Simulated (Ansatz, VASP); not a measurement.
## ZrB: VASP beside Ansatz

File INCAR:

```
PREC     = Accurate       # precision mode
ENCUT    = 600            # plane-wave cutoff, eV
EDIFF    = 1E-7           # SCF threshold, eV
ISMEAR   = 0              # smearing method
SIGMA    = 0.1            # smearing width, eV
LREAL    = F              # projectors in reciprocal space
LASPH    = T              # aspherical terms in the spheres
NELM     = 80             # most SCF steps
ALGO     = Normal         # electronic algorithm
ISIF     = 3              # what is computed and relaxed
LWAVE    = F              # write WAVECAR
LCHARG   = F              # write CHGCAR
GGA      = PE             # functional
IBRION   = 2              # ionic algorithm
NSW      = 100            # ionic steps
EDIFFG   = -0.01          # ionic threshold
```

The input KPOINTS:

```
regular mesh
0
Gamma
  20 20 20
```

Contents of POSCAR:

```
ZrB
1.0
    0.0000000000      2.4515811106      2.4515811106
    2.4515811106      0.0000000000      2.4515811106
    2.4515811106      2.4515811106      0.0000000000
Zr B
1 1
Direct
    0.0000000000      0.0000000000      0.0000000000
    0.5000000000      0.5000000000      0.5000000000
```

Input for Ansatz:

```yaml
crystal:
  lattice:
    - [0.0, 2.4515811106, 2.4515811106]
    - [2.4515811106, 0.0, 2.4515811106]
    - [2.4515811106, 2.4515811106, 0.0]
  atoms:
    - { symbol: Zr, position: [0.0, 0.0, 0.0] }
    - { symbol: B, position: [0.5, 0.5, 0.5] }
basis:
  ecutwfc: 420
kpoints:
  mp_grid: { grid: [20, 20, 20] }
hamiltonian:
  xc: pbe
scf:
  occupations: { method: gaussian, width: 0.1 }
output:
  forces: true
  stress: true
  eigenvalues: true
  write_density: true
  write_potential: true
  elf: true
  volumetric_format: npy
relax:
  adjacent_minimum: "off"
  f_tol: 0.01
  max_steps: 80
  cell: { stress_tol: 0.05 }
```

Alike in both runs: task relaxation of cell and atoms; functional PBE; k mesh 20 × 20 × 20; occupations gaussian, width 0.1 eV; no spin polarisation.

|  | VASP | Ansatz |
| --- | --- | --- |
| version | VASP 6.6.1 | Ansatz 0.2.0 |
| potentials or method | VASP PAW PBE potentials, release 64 (Zr_sv, B), cutoff 600 eV | scalar-relativistic, plane waves, PAW |
| valence electrons in the cell | 15 | 15 |

VASP gave:

| Property | Result |
| --- | --- |
| gap on the k mesh at the Fermi level, each at its own relaxed structure (eV) | none |
| relaxed volume (Å³/atom) | 14.75 |
| relaxed cell length with the largest relative difference (Å) | 3.469 |

**Question.** Estimate Ansatz's values.

**Answer.** gap on the k mesh at the Fermi level, each at its own relaxed structure (eV): none; relaxed volume (Å³/atom): 14.74; relaxed cell length with the largest relative difference (Å): 3.468.

A gap of «none» marks a metal or a gap that the smearing closes.
